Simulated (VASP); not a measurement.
# NbP2 (Fm-3m) in VASP: a series of runs, part 3 of 3

VASP 6.6.1.

**5. Single point, r2SCAN**

This run uses another cell than the first one, of 18.29 Å³/atom.

Contents of POSCAR:

```
NbP2
1.0
    0.0000000000      3.0160596600      3.0160596600
    3.0160596600      0.0000000000      3.0160596600
    3.0160596600      3.0160596600      0.0000000000
Nb P
1 2
Direct
    0.0000000000      0.0000000000      0.0000000000
    0.2500000000      0.2500000000      0.2500000000
    0.7500000000      0.7500000000      0.7500000000
```

Contents of INCAR.step1:

```
SYSTEM = NbP2
ALGO     = Normal         ! electronic algorithm
EDIFF    = 1E-4           ! SCF threshold, eV
ENCUT    = 520            ! plane-wave cutoff, eV
GGA      = PE             ! functional
ISMEAR   = 0              ! smearing method
LASPH    = .TRUE.         ! aspherical terms in the spheres
LCHARG   = .FALSE.        ! write CHGCAR
LREAL    = .FALSE.        ! projectors in reciprocal space
LWAVE    = .TRUE.         ! write WAVECAR
NBANDS   = 18             ! bands
NELM     = 80             ! most SCF steps
PREC     = Accurate       ! precision mode
SIGMA    = 0.1            ! smearing width, eV
```

Contents of INCAR.step2:

```
SYSTEM = NbP2
ALGO     = Normal         ! electronic algorithm
EDIFF    = 1E-6           ! SCF threshold, eV
ENCUT    = 520            ! plane-wave cutoff, eV
ISIF     = 2              ! what is computed and relaxed
ISMEAR   = 0              ! smearing method
ISTART   = 1            
LASPH    = .TRUE.         ! aspherical terms in the spheres
LCHARG   = .TRUE.         ! write CHGCAR
LELF     = .TRUE.         ! ELF
LMIXTAU  = .TRUE.       
LREAL    = .FALSE.        ! projectors in reciprocal space
LVHAR    = .TRUE.       
LWAVE    = .FALSE.        ! write WAVECAR
METAGGA  = R2SCAN         ! meta-GGA
NBANDS   = 18             ! bands
NELM     = 80             ! most SCF steps
PREC     = Accurate       ! precision mode
SIGMA    = 0.1            ! smearing width, eV
```

Contents of KPOINTS:

```
k-points
0
G
  14 14 14
  0 0 0
```

Potentials or basis: VASP PAW PBE potentials, release 64 (Nb_sv, P).

Started as:

```console
cat potpaw_PBE.64/Nb_sv/POTCAR potpaw_PBE.64/P/POTCAR > POTCAR
cp INCAR.step1 INCAR
mpirun -np 1 vasp_std > vasp.out
cp INCAR.step2 INCAR
mpirun -np 1 vasp_std > vasp.out
```

OUTCAR:

```text
SYSTEM = NbP2
   EDIFF = 1E-6
   ENCUT = 520
   ISIF = 2
   ISMEAR = 0
   ISTART = 1
   LASPH = .TRUE.
   LREAL = .FALSE.
   METAGGA = R2SCAN
   NELM = 80
   PREC = Accurate

 ion  position               nearest neighbor table
   1  0.000  0.000  0.000-   3 2.61   3 2.61   3 2.61   2 2.61   3 2.61   2 2.61   2 2.61   2 2.61

   2  0.250  0.250  0.250-   1 2.61   1 2.61   1 2.61   1 2.61
   3  0.750  0.750  0.750-   1 2.61   1 2.61   1 2.61   1 2.61

  LATTYP: Found a face centered cubic cell.
 ALAT       =     6.0321193200

  Lattice vectors:

 A1 = (   0.0000000000,   3.0160596600,   3.0160596600)
 A2 = (   3.0160596600,   0.0000000000,   3.0160596600)
 A3 = (   3.0160596600,   3.0160596600,   0.0000000000)

Analysis of symmetry for initial positions (statically):
=====================================================================
 Subroutine PRICEL returns:
 Original cell was already a primitive cell.

 Routine SETGRP: Setting up the symmetry group for a
 face centered cubic supercell.

 Subroutine GETGRP returns: Found 48 space group operations
 (whereof 48 operations were pure point group operations)
 out of a pool of 48 trial point group operations.

The static configuration has the point symmetry O_h .

Analysis of symmetry for dynamics (positions and initial velocities):
=====================================================================
 Subroutine PRICEL returns:
 Original cell was already a primitive cell.

 Routine SETGRP: Setting up the symmetry group for a
 face centered cubic supercell.

 Subroutine GETGRP returns: Found 48 space group operations
 (whereof 48 operations were pure point group operations)
 out of a pool of 48 trial point group operations.

The dynamic configuration has the point symmetry O_h .

 Subroutine INISYM returns: Found 48 space group operations
 (whereof 48 operations are pure point group operations),
[... 108 lines left out ...]
   PSTRESS=    0.0 pullay stress
   NELECT =      23.0000    total number of electrons
   NUPDOWN=      -1.0000    fix difference up-down
   EMIN   =  10.00;   EMAX   =-10.00  energy-range for DOS
   EFERMI =   0.00;   METHOD = LEGACY
   ISMEAR =     0;   SIGMA  =   0.10  broadening in eV -4-tet -1-fermi 0-gaus
   EFERMI_NEDOS =   21; number of points for ismear=-14 and -15
   IALGO  =     38    algorithm
   IMIX   =      4    mixing-type and parameters
     AMIX     =   0.40;   BMIX     =  1.00
     AMIX_MAG =   1.60;   BMIX_MAG =  1.00
  volume/ion in A,a.u.               =      18.29       123.43
  Fermi-wavevector in a.u.,A,eV,Ry     =   1.225183  2.315260 20.423333  1.501073
  Thomas-Fermi vector in A             =   2.360230
   LORBIT       =      0    0 simple, 1 ext, 2 COOP (PROOUT), +10 PAW based schemes
   METAGGA = R2SCAN    functional components
   LHFCALC =     F    Hartree Fock is set to
   AEXX    =    0.0000 exact exchange contribution
   IVDW    =     0    specifies the selected vdW correction
   LEPSILON=     F    determine dielectric tensor
   LRPA    =     F    only Hartree local field effects (RPA)
 non-spin polarized calculation
 Gauss-broadening in eV      SIGMA  =   0.10
  energy-cutoff  :      520.00
  volume of cell :       54.87
 maximum number of plane-waves:      1492
   NGX = 15   NGY = 15   NGZ = 15

 number of electron      22.9999999 magnetization

 Free energy of the ion-electron system (eV)
  ---------------------------------------------------
  ext. energy  EPLUGINS =         0.00000000
  ---------------------------------------------------
  free energy    TOTEN  =       -42.96685831 eV

  energy without entropy =      -42.95784779  energy(sigma->0) =      -42.96235305

 E-fermi :   8.3638     XC(G=0): -11.5106

 val. band max:        8.3635160930   @ k =  -0.2143   0.2143   0.0000
 cond. band min:       8.3899570852   @ k =   0.5000   0.0000   0.0000
 fundamental gap:      0.0264409922
 Fermi energy:         8.3637924601

 k-point     1 :       0.0000    0.0000    0.0000
  band No.  band energies     occupation
      1     -48.9900      2.00000
      2     -24.3549      2.00000
      3     -24.3549      2.00000
      4     -24.3549      2.00000
      5      -5.3041      2.00000
      6       0.9043      2.00000
[... 481 lines left out ...]
      5      -4.4530      2.00000
      6      -1.0399      2.00000
[... 10 lines left out ...]
     17      13.4793      0.00000
     18      14.1364      0.00000

 [... further k-points ...]
[... 5 lines left out ...]
  --------------------------------------------------------------------------------------
  -------------------------------------------------------------------------------------
  Total       -0.0826401     -0.0826401     -0.0826401      0.0000000      0.0000000     -0.0000000
  in kB       -2.4129688     -2.4129688     -2.4129688      0.0000000      0.0000000     -0.0000000
  external PRESSURE =      -2.4129688 kB  Pullay stress =       0.0000000 kB

 VOLUME and BASIS-vectors are now :
 -----------------------------------------------------------------------------
  energy-cutoff  :      520.00
  volume of cell :       54.87
      direct lattice vectors                 reciprocal lattice vectors
     0.000000000  3.016059660  3.016059660    -0.165779214  0.165779214  0.165779214
     3.016059660  0.000000000  3.016059660     0.165779214 -0.165779214  0.165779214
     3.016059660  3.016059660  0.000000000     0.165779214  0.165779214 -0.165779214

 POSITION                                       TOTAL-FORCE (eV/Angst)
 -----------------------------------------------------------------------------------
      0.00000      0.00000      0.00000        -0.000000      0.000000     -0.000000
      1.50803      1.50803      1.50803         0.000000      0.000000      0.000000
      4.52409      4.52409      4.52409        -0.000000     -0.000000      0.000000
 -----------------------------------------------------------------------------------
    total drift:                                0.000000     -0.000000      0.000000

  FREE ENERGIE OF THE ION-ELECTRON SYSTEM (eV)
  ---------------------------------------------------
  free  energy   TOTEN  =       -42.9668583146 eV

  energy  without entropy=      -42.9578477926  energy(sigma->0) =      -42.96235305
```

OUTCAR.step1:

```text
SYSTEM = NbP2
   EDIFF = 1E-4
   ENCUT = 520
   GGA = PE
   ISMEAR = 0
   LASPH = .TRUE.
   LREAL = .FALSE.
   NELM = 80
[... 727 lines left out ...]
      0.00000      0.00000      0.00000         0.000000      0.000000     -0.000000
      1.50803      1.50803      1.50803         0.000000      0.000000     -0.000000
      4.52409      4.52409      4.52409        -0.000000     -0.000000      0.000000
 -----------------------------------------------------------------------------------
    total drift:                                0.000000     -0.000000      0.000000

  FREE ENERGIE OF THE ION-ELECTRON SYSTEM (eV)
  ---------------------------------------------------
  free  energy   TOTEN  =       -21.0815954573 eV

  energy  without entropy=      -21.0687863394  energy(sigma->0) =      -21.07519090
```

OSZICAR.step1:

```text
N       E                     dE             d eps       ncg     rms          rms(c)
DAV:   1     0.163452792747E+03    0.16345E+03   -0.11302E+04  3752   0.118E+03
DAV:   2    -0.129665247566E+02   -0.17642E+03   -0.17259E+03  4810   0.364E+02
DAV:   3    -0.223355767667E+02   -0.93691E+01   -0.92041E+01  6662   0.669E+01
DAV:   4    -0.225813732817E+02   -0.24580E+00   -0.24510E+00  4980   0.101E+01
DAV:   5    -0.225963709455E+02   -0.14998E-01   -0.14979E-01  6608   0.239E+00    0.941E+00
DAV:   6    -0.213486960831E+02    0.12477E+01   -0.13927E+01  6408   0.204E+01    0.487E+00
DAV:   7    -0.210980484163E+02    0.25065E+00   -0.26954E+00  6190   0.972E+00    0.305E+00
DAV:   8    -0.210987307854E+02   -0.68237E-03   -0.34169E-01  5748   0.441E+00    0.897E-01
DAV:   9    -0.210811452238E+02    0.17586E-01   -0.11276E-01  5740   0.217E+00    0.192E-01
DAV:  10    -0.210817213495E+02   -0.57613E-03   -0.33539E-03  4272   0.474E-01    0.861E-02
DAV:  11    -0.210815908191E+02    0.13053E-03   -0.11668E-03  5190   0.220E-01    0.254E-02
DAV:  12    -0.210815954573E+02   -0.46382E-05   -0.83560E-05  2360   0.642E-02
   1 F= -.21081595E+02 E0= -.21075191E+02  d E =-.128091E-01
```

Run time: 1.9 min. Hardware: 1 thread of Intel Xeon 6975P-C (Granite Rapids), shared host; peak memory 0.25 GiB.

What came out:

- Free energy: -42.9669 eV
- Pressure: -0.2 GPa
- Band gap on the k mesh: zero (an odd number of electrons rules out a gap without spin polarisation)

Caveat: the PAW data sets were made with another functional, which shifts forces and pressure a little.

**6. Overview**

| task | cell | k mesh | cutoff (eV) | gap on the mesh (eV) | pressure (GPa) |
| --- | --- | --- | --- | --- | --- |
| single point | a = 4.084 Å, angles 60.0°, 3 atoms | 6 × 6 × 6 | 520 | none | 20.0 |
| single point | a = 4.265 Å, angles 60.0°, 3 atoms | 6 × 6 × 6 | 520 | none | -0.6 |
| relaxation of cell and atoms | relaxed from a = 4.084 Å, angles 60.0°, 3 atoms | 6 × 6 × 6 | 600 | none | -0.1 |
| single point | a = 4.265 Å, angles 60.0°, 3 atoms | 14 × 14 × 14 | 520 | none | -0.2 |

Alike in all rows: level r2SCAN; potentials or basis VASP PAW PBE potentials, release 64 (Nb_sv, P); no spin polarisation; smearing gaussian 0.1 eV.

Caveats: the PAW data sets were made with another functional, which shifts forces and pressure a little; the cell stands under pressure (at least some runs).

Absolute energies hang on the potentials; compare differences alone.
